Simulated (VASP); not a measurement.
# MnSb (P6_3/mmc) in VASP: notebook

The runs below take MnSb through single point, with PBEsol.

All numbers are computed with VASP 6.6.1; they aren't measurements. Logs are shortened: lines on timing, memory, paths and dates and some standing lists are left out, and cuts for length are marked.

### Step 1. The cell of the first run

Symmetry: P6_3/mmc, No. 194, hexagonal system. The conventional cell has a = 4.065 Å, b = 4.065 Å, c = 5.662 Å, α = 90.00°, β = 90.00°, γ = 120.00°. Sb (site symmetry -6m2) has 6 Mn at 2.74 Å and 6 Sb at 3.68 Å within 3.7 Å. Mn (site symmetry -3m) has 6 Sb at 2.74 Å and 2 Mn at 2.83 Å within 3.6 Å.

### Step 2. Single point, PBEsol, collinear spin, ferromagnetic start

File INCAR:

```
PREC     = Accurate       # precision mode
ENCUT    = 520            # plane-wave cutoff, eV
EDIFF    = 1E-6           # SCF threshold, eV
ISMEAR   = -1             # smearing method
SIGMA    = 0.05           # smearing width, eV
LREAL    = False          # projectors in reciprocal space
LASPH    = True           # aspherical terms in the spheres
NELM     = 150            # most SCF steps
ALGO     = Fast           # electronic algorithm
ISIF     = 2              # what is computed and relaxed
LWAVE    = False          # write WAVECAR
LCHARG   = False          # write CHGCAR
ISPIN    = 2              # spin polarisation
MAGMOM   = 0 0 4 4        # initial moments
LORBIT   = 11             # projections on sites
LMAXMIX  = 4              # l up to which the mixer works
GGA      = PS             # functional
NBANDS   = 30             # bands
```

File KPOINTS:

```
regular mesh
0
Gamma
  7 7 5
```

File POSCAR:

```
MnSb
1.0
    4.0652823512      0.0000000000      0.0000000000
   -2.0326411756      3.5206377897      0.0000000000
    0.0000000000      0.0000000000      5.6620077084
Sb Mn
2 2
Direct
    0.6666666667      0.3333333333      0.7500000000
    0.3333333333      0.6666666667      0.2500000000
    0.0000000000      0.0000000000      0.5000000000
    0.0000000000      0.0000000000      0.0000000000
```

Potentials or basis: VASP PAW PBE potentials, release 64 (Sb, Mn_pv).

Command:

```bash
cat potpaw_PBE.64/Sb/POTCAR potpaw_PBE.64/Mn_pv/POTCAR > POTCAR
mpirun -np 1 vasp_std > vasp.out
```

OUTCAR:

```text
PREC = Accurate
   ENCUT = 520
   EDIFF = 1E-6
   ISMEAR = -1
   LREAL = False
   LASPH = True
   NELM = 150
   ISIF = 2
   ISPIN = 2
   LORBIT = 11
   GGA = PS

 ion  position               nearest neighbor table
   1  0.667  0.333  0.750-   3 2.74   4 2.74   3 2.74   4 2.74   3 2.74   4 2.74   2 3.68   2 3.68
                             2 3.68   2 3.68   2 3.68   2 3.68
   2  0.333  0.667  0.250-   3 2.74   4 2.74   3 2.74   4 2.74   3 2.74   4 2.74   1 3.68   1 3.68
                             1 3.68   1 3.68   1 3.68   1 3.68
   3  0.000  0.000  0.500-   1 2.74   2 2.74   1 2.74   2 2.74   1 2.74   2 2.74   4 2.83   4 2.83

   4  0.000  0.000  0.000-   1 2.74   2 2.74   1 2.74   2 2.74   1 2.74   2 2.74   3 2.83   3 2.83

  LATTYP: Found a hexagonal cell.
 ALAT       =     4.0652823512
 C/A-ratio  =     1.3927710843

  Lattice vectors:

 A1 = (   4.0652823512,   0.0000000000,   0.0000000000)
 A2 = (  -2.0326411756,   3.5206377897,   0.0000000000)
 A3 = (   0.0000000000,   0.0000000000,   5.6620077084)

Analysis of symmetry for initial positions (statically):
=====================================================================
 Subroutine PRICEL returns:
 Original cell was already a primitive cell.

 Routine SETGRP: Setting up the symmetry group for a
 hexagonal supercell.

 Subroutine GETGRP returns: Found 24 space group operations
 (whereof 12 operations were pure point group operations)
 out of a pool of 24 trial point group operations.

The static configuration has the point symmetry D_3d.
 The point group associated with its full space group is D_6h.

Analysis of symmetry for dynamics (positions and initial velocities):
=====================================================================
 Subroutine PRICEL returns:
 Original cell was already a primitive cell.

 Routine SETGRP: Setting up the symmetry group for a
 hexagonal supercell.

 Subroutine GETGRP returns: Found 24 space group operations
 (whereof 12 operations were pure point group operations)
 out of a pool of 24 trial point group operations.

The dynamic configuration has the point symmetry D_3d.
 The point group associated with its full space group is D_6h.

Analysis of structural, dynamic, and magnetic symmetry:
=====================================================================
 Subroutine PRICEL returns:
 Original cell was already a primitive cell.

 Routine SETGRP: Setting up the symmetry group for a
 hexagonal supercell.

 Subroutine GETGRP returns: Found 24 space group operations
 (whereof 12 operations were pure point group operations)
 out of a pool of 24 trial point group operations.

The overall configuration has the point symmetry D_3d.
 The point group associated with its full space group is D_6h.

 Subroutine INISYM returns: Found 24 space group operations
 (whereof 12 operations are pure point group operations),
 and found     1 'primitive' translations

----------------------------------------------------------------------------------------

                                     Primitive cell

  volume of cell :      81.0368

  direct lattice vectors                    reciprocal lattice vectors
     4.065282351  0.000000000  0.000000000     0.245985374  0.142019722  0.000000000
    -2.032641176  3.520637790  0.000000000     0.000000000  0.284039444  0.000000000
     0.000000000  0.000000000  5.662007708     0.000000000  0.000000000  0.176615796

  length of vectors
     4.065282351  4.065282351  5.662007708     0.284039444  0.284039444  0.176615796

  position of ions in fractional coordinates (direct lattice)
     0.666666667  0.333333333  0.750000000
     0.333333333  0.666666667  0.250000000
     0.000000000  0.000000000  0.500000000
     0.000000000  0.000000000  0.000000000

  ion indices of the primitive-cell ions
   primitive index   ion index
                 1           1
                 2           2
                 3           3
                 4           4

----------------------------------------------------------------------------------------

 KPOINTS: regular mesh

Automatic generation of k-mesh.
 Grid dimensions read from file:
 generate k-points for:    7    7    5

 Generating k-lattice:

  Cartesian coordinates                     Fractional coordinates (reciprocal lattice)
     0.035140768  0.020288532  0.000000000     0.142857143  0.000000000  0.000000000
     0.000000000  0.040577063  0.000000000     0.000000000  0.142857143  0.000000000
     0.000000000  0.000000000  0.035323159     0.000000000  0.000000000  0.200000000

  Length of vectors
     0.040577063  0.040577063  0.035323159

  Shift w.r.t. Gamma in fractional coordinates (k-lattice)
     0.000000000  0.000000000  0.000000000

 Subroutine IBZKPT returns following result:
 ===========================================

 Found     24 irreducible k-points:

 Following reciprocal coordinates:
            Coordinates               Weight
  0.000000  0.000000  0.000000      1.000000
  0.142857  0.000000  0.000000      6.000000
  0.285714 -0.000000  0.000000      6.000000
  0.428571  0.000000  0.000000      6.000000
  0.142857  0.142857  0.000000      6.000000
  0.285714  0.142857  0.000000     12.000000
[... 16 lines left out ...]
  0.428571  0.142857  0.400000     12.000000
  0.285714  0.285714  0.400000     12.000000
   k-points           NKPTS =     24   k-points in BZ     NKDIM =     24   number of bands    NBANDS=     30
   number of dos      NEDOS =    301   number of ions     NIONS =      4
   total plane-waves  NPLWV =  37800
   dimension x,y,z NGX =    30 NGY =   30 NGZ =   42
   dimension x,y,z NGXF=    60 NGYF=   60 NGZF=   84
   ions per type =               2   2
   NGX,Y,Z   is equivalent  to a cutoff of  12.27, 12.27, 12.33 a.u.
   NGXF,Y,Z  is equivalent  to a cutoff of  24.54, 24.54, 24.66 a.u.
 SYSTEM =  unknown system
   PREC   = accura    normal or accurate (medium, high low for compatibility)
   ISTART =      0    job   : 0-new  1-cont  2-samecut
   ICHARG =      2    charge: 1-file 2-atom 10-const
   ISPIN  =      2    spin polarized calculation?
   LNONCOLLINEAR =      F non collinear calculations
   LSORBIT =      F    spin-orbit coupling
   LASPH  =      T    aspherical Exc in radial PAW
   ENCUT  =  520.0 eV  38.22 Ry    6.18 a.u.   7.56  7.56 10.53*2*pi/ulx,y,z
   NELM   =    150;   NELMIN=  2; NELMDL= -5     # of ELM steps
   EDIFF  = 0.1E-05   stopping-criterion for ELM
   LREAL  =      F    real-space projection
   EDIFFG = 0.1E-04   stopping-criterion for IOM
   NSW    =      0    number of steps for IOM
   IBRION =     -1    ionic relax: 0-MD 1-quasi-New 2-CG
   NFREE  =      0    steps in history (QN), initial steepest desc. (CG)
   ISIF   =      2    stress and relaxation
   ISYM   =      2    0-nonsym 1-usesym 2-fastsym
   POTIM  = 0.5000    time-step for ionic-motion
   TEBEG  =    0.0;   TEEND  =   0.0 temperature during run
   PSTRESS=    0.0 pullay stress
   NELECT =      36.0000    total number of electrons
   NUPDOWN=      -1.0000    fix difference up-down
   EMIN   =  10.00;   EMAX   =-10.00  energy-range for DOS
   EFERMI =   0.00;   METHOD = LEGACY
   ISMEAR =    -1;   SIGMA  =   0.05  broadening in eV -4-tet -1-fermi 0-gaus
   EFERMI_NEDOS =   21; number of points for ismear=-14 and -15
   IALGO  =     68    algorithm
   IMIX   =      4    mixing-type and parameters
     AMIX     =   0.40;   BMIX     =  1.00
     AMIX_MAG =   1.60;   BMIX_MAG =  1.00
  volume/ion in A,a.u.               =      20.26       136.72
  Fermi-wavevector in a.u.,A,eV,Ry     =   1.249151  2.360552 21.230223  1.560377
  Thomas-Fermi vector in A             =   2.383204
   LORBIT       =     11    0 simple, 1 ext, 2 COOP (PROOUT), +10 PAW based schemes
   GGA     = PS    functional components
   LHFCALC =     F    Hartree Fock is set to
   AEXX    =    0.0000 exact exchange contribution
   IVDW    =     0    specifies the selected vdW correction
   LEPSILON=     F    determine dielectric tensor
   LRPA    =     F    only Hartree local field effects (RPA)
 spin polarized calculation
 RMM-DIIS sequential band-by-band and
  energy-cutoff  :      520.00
  volume of cell :       81.04
 maximum number of plane-waves:      2201
 NGX is ok and might be reduce to    30
   NGX = 15   NGY = 15   NGZ = 21

 number of electron      36.0000036 magnetization       6.3095160

 Free energy of the ion-electron system (eV)
  ---------------------------------------------------
  ext. energy  EPLUGINS =         0.00000000
  ---------------------------------------------------
  free energy    TOTEN  =       -28.41637683 eV

  energy without entropy =      -28.39658694  energy(sigma->0) =      -28.40648188

 E-fermi :   8.2379     XC(G=0): -11.0357

 val. band max:        8.2039365600   @ k =   0.4286   0.1429   0.4000
 cond. band min:       8.2676115936   @ k =   0.2857   0.2857   0.0000
 fundamental gap:      0.0636750337
 Fermi energy:         8.2379496004

 spin component 1

 k-point     1 :       0.0000    0.0000    0.0000
  band No.  band energies     occupation
      1     -41.4239      1.00000
      2     -41.4239      1.00000
      3     -41.4140      1.00000
      4     -41.4140      1.00000
      5     -41.1743      1.00000
      6     -41.0718      1.00000
[... 781 lines left out ...]
     29      15.9210      0.00000
     30      16.2875      0.00000
 Fermi energy:         8.2379496004

 spin component 2

 k-point     1 :       0.0000    0.0000    0.0000
  band No.  band energies     occupation
      1     -38.0443      1.00000
      2     -38.0443      1.00000
      3     -38.0325      1.00000
      4     -38.0325      1.00000
      5     -37.9747      1.00000
      6     -37.8551      1.00000
[... 781 lines left out ...]
     29      16.3038      0.00000
     30      16.7210      0.00000

------------------------ aborting loop because EDIFF is reached ----------------------------------------

  FORCE on cell =-STRESS in cart. coord.  units (eV):
  Direction    XX          YY          ZZ          XY          YZ          ZX
  --------------------------------------------------------------------------------------
  -------------------------------------------------------------------------------------
  Total       -1.9659139     -1.9659139     -2.6750484      0.0000000     -0.0000000      0.0000000
  in kB      -38.8680336    -38.8680336    -52.8883116      0.0000000     -0.0000000      0.0000000
  external PRESSURE =     -43.5414596 kB  Pullay stress =       0.0000000 kB

 VOLUME and BASIS-vectors are now :
 -----------------------------------------------------------------------------
  energy-cutoff  :      520.00
  volume of cell :       81.04
      direct lattice vectors                 reciprocal lattice vectors
     4.065282351  0.000000000  0.000000000     0.245985374  0.142019722  0.000000000
    -2.032641176  3.520637790  0.000000000     0.000000000  0.284039444  0.000000000
     0.000000000  0.000000000  5.662007708     0.000000000  0.000000000  0.176615796

 POSITION                                       TOTAL-FORCE (eV/Angst)
 -----------------------------------------------------------------------------------
      2.03264      1.17355      4.24651         0.000000     -0.000000      0.000000
     -0.00000      2.34709      1.41550        -0.000000      0.000000      0.000000
      0.00000      0.00000      2.83100        -0.000000      0.000000      0.000000
      0.00000      0.00000      0.00000        -0.000000      0.000000      0.000000
 -----------------------------------------------------------------------------------
    total drift:                               -0.000000      0.000000      0.000000

  FREE ENERGIE OF THE ION-ELECTRON SYSTEM (eV)
  ---------------------------------------------------
  free  energy   TOTEN  =       -28.4163768266 eV

  energy  without entropy=      -28.3965869379  energy(sigma->0) =      -28.40648188

 total charge

# of ion       s       p       d       tot
------------------------------------------
    1        1.134   1.285   0.049   2.468
    2        1.134   1.285   0.049   2.468
    3        0.285   6.233   5.076  11.594
    4        0.285   6.233   5.076  11.594
--------------------------------------------------
tot          2.837  15.036  10.250  28.123

 magnetization (x)

# of ion       s       p       d       tot
------------------------------------------
    1        0.003  -0.130   0.006  -0.121
    2        0.003  -0.130   0.006  -0.121
    3        0.031   0.027   3.136   3.194
    4        0.031   0.027   3.136   3.194
--------------------------------------------------
tot          0.070  -0.208   6.283   6.146
```

Run time: 3.3 min. Hardware: 1 thread of Oxide Virtual Turin-like, shared host; peak memory 0.23 GiB.

Results:

```yaml
Free_energy: -28.4164 eV
Pressure: -4.4 GPa
Net_moment: 6.31 μB per cell
Site_moments: Sb -0.12; Mn +3.19 μB
Valence_electrons_inside_the_program's_atomic_spheres: Sb 2.47; Mn 11.59
```

Caveat: the cell stands under tension; the PAW data sets were made with another functional, which shifts forces and pressure a little; spin-orbit coupling is left out, which moves the levels of the heavy elements; the run started ferromagnetic, and an antiferromagnetic order may lie lower in energy.

### Step 3. Single point, PBEsol, collinear spin, ferromagnetic start

This run uses another cell than the first one, of 20.69 Å³/atom.

File INCAR:

```
SYSTEM = MnSb
PREC = Accurate
ENCUT = 520
EDIFF = 1E-7
ISMEAR = -1
SIGMA = 0.05
LREAL = .False.
LASPH = .True.
NELM = 150
ALGO = Fast
ISIF = 2
LWAVE = .False.
LCHARG = .True.
ISPIN = 2
MAGMOM = 0 0 4 4
LORBIT = 11
LMAXMIX = 4
GGA = PS
LELF = .True.
LVHAR = .True.
NBANDS = 30
```

File KPOINTS:

```
Automatic mesh
0
Gamma
  7 7 5
  0 0 0
```

File POSCAR:

```
MnSb
1.0
    4.0939120434      0.0000000000      0.0000000000
   -2.0469560217      3.5454318304      0.0000000000
    0.0000000000      0.0000000000      5.7018823159
Sb Mn
2 2
Direct
    0.6666666667      0.3333333333      0.7500000000
    0.3333333333      0.6666666667      0.2500000000
    0.0000000000      0.0000000000      0.5000000000
    0.0000000000      0.0000000000      0.0000000000
```

Potentials or basis: VASP PAW PBE potentials, release 64 (Sb, Mn_pv).

Command:

```bash
cat potpaw_PBE.64/Sb/POTCAR potpaw_PBE.64/Mn_pv/POTCAR > POTCAR
mpirun -np 1 vasp_std > vasp.out
```

It took 4 min on 1 thread of Oxide Virtual Turin-like, shared host; peak memory 0.24 GiB.

The run converged. Its results:

```
Free energy                                           : -28.3643 eV
Pressure                                              : -5.4 GPa
Net moment                                            : 6.44 μB per cell
Site moments                                          : Sb -0.12; Mn +3.26 μB
Valence electrons inside the program's atomic spheres : Sb 2.46; Mn 11.57
```

Stress tensor (GPa, compression positive):
```
-4.91  0.00  0.00
 0.00 -4.91  0.00
 0.00  0.00 -6.29
```

Levels at points of the mesh, in eV from the Fermi level:
Spin up:
```tsv
k point	band 18	band 19	band 20	band 21	band 22	band 23	band 24	band 25
(0.00, 0.00, 0.00)	-1.77	-0.34	0.53	0.53	2.43	2.43	2.74	3.04
```
Spin down:
| k point | band 13 | band 14 | band 15 | band 16 | band 17 | band 18 |
| --- | --- | --- | --- | --- | --- | --- |
| (0.00, 0.00, 0.00) | -0.15 | -0.15 | 0.21 | 0.21 | 0.64 | 0.64 |

Caveat: the cell stands under tension; the PAW data sets were made with another functional, which shifts forces and pressure a little; spin-orbit coupling is left out, which moves the levels of the heavy elements; the run started ferromagnetic, and an antiferromagnetic order may lie lower in energy.

### Step 4. Single point, PBEsol, collinear spin, ferromagnetic start

This run uses another cell than the first one, of 21.12 Å³/atom.

File INCAR:

```
SYSTEM = MnSb
  ALGO = Normal
  EDIFF = 1E-7
  ENCUT = 520
  GGA = PS
  ISIF = 2
  ISMEAR = -1
  ISPIN = 2
  LASPH = .TRUE.
  LCHARG = .FALSE.
  LMAXMIX = 4
  LORBIT = 11
  LREAL = .FALSE.
  LWAVE = .FALSE.
  MAGMOM = 0 0 4 4
  NBANDS = 30
  NELM = 150
  PREC = Accurate
  SIGMA = 0.05
```

File KPOINTS:

```
k-points
0
G
  7 7 5
  0 0 0
```

File POSCAR:

```
MnSb
1.0
    4.1221468118      0.0000000000      0.0000000000
   -2.0610734059      3.5698838571      0.0000000000
    0.0000000000      0.0000000000      5.7412068848
Sb Mn
2 2
Direct
    0.6666666667      0.3333333333      0.7500000000
    0.3333333333      0.6666666667      0.2500000000
    0.0000000000      0.0000000000      0.5000000000
    0.0000000000      0.0000000000      0.0000000000
```

Command:

```bash
cat potpaw_PBE.64/Sb/POTCAR potpaw_PBE.64/Mn_pv/POTCAR > POTCAR
mpirun -np 1 vasp_std > vasp.out
```

It took 3.5 min on 1 thread of Oxide Virtual Turin-like, shared host; peak memory 0.26 GiB.

It converged, with:

* Free energy: -28.3018 eV
* Pressure: -6.3 GPa
* Net moment: 6.57 μB per cell
* Site moments: Sb -0.12; Mn +3.32 μB
* Valence electrons inside the program's atomic spheres: Sb 2.45; Mn 11.54

Stress tensor (GPa, compression positive):
```
-5.85  0.00  0.00
 0.00 -5.85  0.00
 0.00  0.00 -7.14
```

Levels at points of the mesh, in eV from the Fermi level:
Spin up:
| k point | band 17 | band 18 | band 19 | band 20 | band 21 | band 22 | band 23 | band 24 | band 25 | band 26 |
| --- | --- | --- | --- | --- | --- | --- | --- | --- | --- | --- |
| (0.00, 0.00, 0.00) | -1.81 | -1.81 | -0.43 | 0.50 | 0.50 | 2.34 | 2.34 | 2.67 | 3.00 | 4.50 |
Spin down:
| k point | band 11 | band 12 | band 13 | band 14 | band 15 | band 16 | band 17 | band 18 | band 19 | band 20 |
| --- | --- | --- | --- | --- | --- | --- | --- | --- | --- | --- |
| (0.00, 0.00, 0.00) | -2.48 | -0.95 | -0.09 | -0.09 | 0.26 | 0.26 | 0.61 | 0.61 | 1.38 | 1.38 |

Caveat: the cell stands under tension; the PAW data sets were made with another functional, which shifts forces and pressure a little; spin-orbit coupling is left out, which moves the levels of the heavy elements; the run started ferromagnetic, and an antiferromagnetic order may lie lower in energy.

### Step 5. Summary

| cell | gap on the mesh (eV) | pressure (GPa) | moment (μB) |
| --- | --- | --- | --- |
| a = 4.065, b = 4.065, c = 5.662 Å, angles 90.0, 90.0, 120.0°, 4 atoms | none | -4.4 | 6.31 |
| a = 4.094, b = 4.094, c = 5.702 Å, angles 90.0, 90.0, 120.0°, 4 atoms | none | -5.4 | 6.44 |
| a = 4.122, b = 4.122, c = 5.741 Å, angles 90.0, 90.0, 120.0°, 4 atoms | none | -6.3 | 6.57 |

Alike in all rows: task single point; level PBEsol; potentials or basis VASP PAW PBE potentials, release 64 (Sb, Mn_pv); spin collinear, ferromagnetic start; k mesh 7 × 7 × 5; cutoff (eV) 520; smearing fermi-dirac 0.05 eV.

Caveats: the cell stands under tension; the PAW data sets were made with another functional, which shifts forces and pressure a little; spin-orbit coupling is left out, which moves the levels of the heavy elements; the run started ferromagnetic, and an antiferromagnetic order may lie lower in energy.

Absolute energies hang on the potentials; compare differences alone.

The gap in the log of VASP goes by the Fermi energy; the results here count the filled bands.